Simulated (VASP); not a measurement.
# MgF2: single point with PBE

MgF2:

```xyz
6
Lattice="4.6271 0.0000 0.0000 0.0000 4.6271 0.0000 0.0000 0.0000 3.1235" Properties=species:S:1:pos:R:3 pbc="T T T"
Mg    2.3136    2.3136    1.5617
Mg    0.0000    0.0000    0.0000
F     3.2222    3.2222    0.0000
F     3.7185    0.9086    1.5617
F     1.4049    1.4049    0.0000
F     0.9086    3.7185    1.5617
```

This cell differs from its parent crystal: biaxial strain in the a-b plane: -1.5 %, then relaxed in part.

```json
{
 "Program": "VASP 6.6.1",
 "Task": "single point",
 "Functional": "PBE",
 "Potentials or basis": "VASP PAW PBE potentials, release 64 (Mg, F)",
 "Cutoff": "600 eV",
 "k mesh": "6 × 6 × 8",
 "Occupations": "gaussian, width 0.02 eV",
 "Spin": "no spin polarisation"
}
```

The pressure is 0.8 GPa and the band gap on the k mesh is 6.90 eV, direct.

Stress tensor (GPa, compression positive):
```
 1.73  0.00  0.00
 0.00  1.73  0.00
 0.00  0.00 -1.13
```

Levels at points of the mesh, in eV from the valence-band top:
```
           k point  band 13  band 14  band 15  band 16  band 17  band 18  band 19  band 20
(0.00, 0.00, 0.00)    -0.74    -0.29    -0.29     0.00     6.90    12.04    12.04    13.36
(0.50, 0.00, 0.00)    -0.98    -0.98    -0.36    -0.36     9.30     9.30    13.24    13.24
(0.50, 0.50, 0.00)    -0.90    -0.90    -0.71    -0.71    10.96    10.96    11.12    11.12
(0.00, 0.00, 0.50)    -1.11    -1.11    -0.81    -0.81    11.52    11.52    14.69    14.69
(0.50, 0.00, 0.50)    -0.69    -0.69    -0.62    -0.62    12.53    12.53    13.09    13.09
(0.50, 0.50, 0.50)    -0.57    -0.57    -0.45    -0.45    13.08    13.08    13.15    13.15
```

Run time: 32 s on 1 thread of Intel(R) Xeon(R) 6975P-C (Granite Rapids) (shared host), peak memory 0.24 GiB.

Caveat: the cell differs from its parent crystal (biaxial strain in the a-b plane: -1.5 %, then relaxed in part). A k mesh can miss the band edges.
